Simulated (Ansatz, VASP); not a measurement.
## As in VASP and in Ansatz

INCAR

```
SYSTEM = As
PREC     = Accurate       ! precision mode
ENCUT    = 520            ! plane-wave cutoff, eV
EDIFF    = 1E-6           ! SCF threshold, eV
ISMEAR   = 0              ! smearing method
SIGMA    = 0.02           ! smearing width, eV
LREAL    = .FALSE.        ! projectors in reciprocal space
LASPH    = .TRUE.         ! aspherical terms in the spheres
NELM     = 100            ! most SCF steps
ALGO     = Normal         ! electronic algorithm
ISIF     = 2              ! what is computed and relaxed
LWAVE    = .FALSE.        ! write WAVECAR
LCHARG   = .FALSE.        ! write CHGCAR
LDIPOL   = .TRUE.       
IDIPOL   = 3            
DIPOL    = 0.5 0.5 0.500
GGA      = PE             ! functional
NBANDS   = 12             ! bands
```

File KPOINTS:

```
Automatic mesh
0
G
  9 9 1
  0 0 0
```

The input POSCAR:

```
As
1.0
    3.4390000000      0.0000000000      0.0000000000
   -1.7195000000      2.9782613636      0.0000000000
    0.0000000000      0.0000000000     28.0000000000
As
2
Direct
    0.3333333333      0.6666666667      0.5106428571
    0.6666666667      0.3333333333      0.4893571429
```

Input for Ansatz:

```yaml
crystal:
  lattice:
    - [3.439, 0.0, 0.0]
    - [-1.7195, 2.9782613636, 0.0]
    - [0.0, 0.0, 28.0]
  atoms:
    - { symbol: As, position: [0.3333333333, 0.6666666667, 0.5106428571] }
    - { symbol: As, position: [0.6666666667, 0.3333333333, 0.4893571429] }
  periodic: [true, true, false]
basis:
  ecutwfc: 420
kpoints:
  mp_grid: { grid: [9, 9, 1] }
hamiltonian:
  xc: pbe
scf:
  occupations: { method: gaussian, width: 0.02 }
output:
  forces: true
  stress: true
  eigenvalues: true
```

Alike in both runs: task single point; functional PBE; k mesh 9 × 9 × 1; occupations gaussian, width 0.02 eV; no spin polarisation.

|  | VASP | Ansatz |
| --- | --- | --- |
| version | VASP 6.6.1 | Ansatz 0.2.0 |
| potentials or method | VASP PAW PBE potentials, release 64 (As), cutoff 520 eV | scalar-relativistic, plane waves, PAW |
| valence electrons in the cell | 10 | 30 |

Ansatz gave:

```
gap on the k mesh at the Fermi level (eV) : none
rms of the force components (eV/Å)        : 4.343
```

Task: What did VASP give for the same quantities?

Result: gap on the k mesh at the Fermi level (eV): none; rms of the force components (eV/Å): 4.407.

Atom by atom the forces differ by 0.064 eV/Å (rms over components). A gap of «none» marks a metal or a gap that the smearing closes. VASP's potentials hold 10 valence electrons a cell and Ansatz's 30, so a difference there can come from the potentials and not from the codes.
